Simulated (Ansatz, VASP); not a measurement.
**Two plane-wave programs on AlRu**

```xyz
2
Lattice="2.9916 0.0000 0.0000 0.0000 2.9916 0.0000 0.0000 0.0000 2.9916" Properties=species:S:1:pos:R:3 pbc="T T T"
Al    0.0000    0.0000    0.0000
Ru    1.4958    1.4958    1.4958
```

Alike in both runs: task electric field gradients; functional r2SCAN; k mesh 12 × 12 × 12; occupations fermi-dirac, width 0.05 eV; no spin polarisation.

```csv
,VASP,Ansatz
version,VASP 6.6.1,Ansatz 0.2.0
potentials or method,"VASP PAW PBE potentials, release 64 (Al, Ru_pv)","PAW with Ansatz's default frozen-core files, scalar-relativistic"
plane-wave cutoff (eV),520,500
valence electrons in the cell,17,19
```

Ansatz gave:

| Property | Result |
| --- | --- |
| pressure (GPa) | -2.1 |

Question: Which values does VASP return?

Answer: Pressure (GPa): -2.0.

VASP's potentials were made for PBE, not for r2SCAN. VASP's potentials hold 17 valence electrons a cell and Ansatz's 19, so a difference there can come from the potentials and not from the codes.
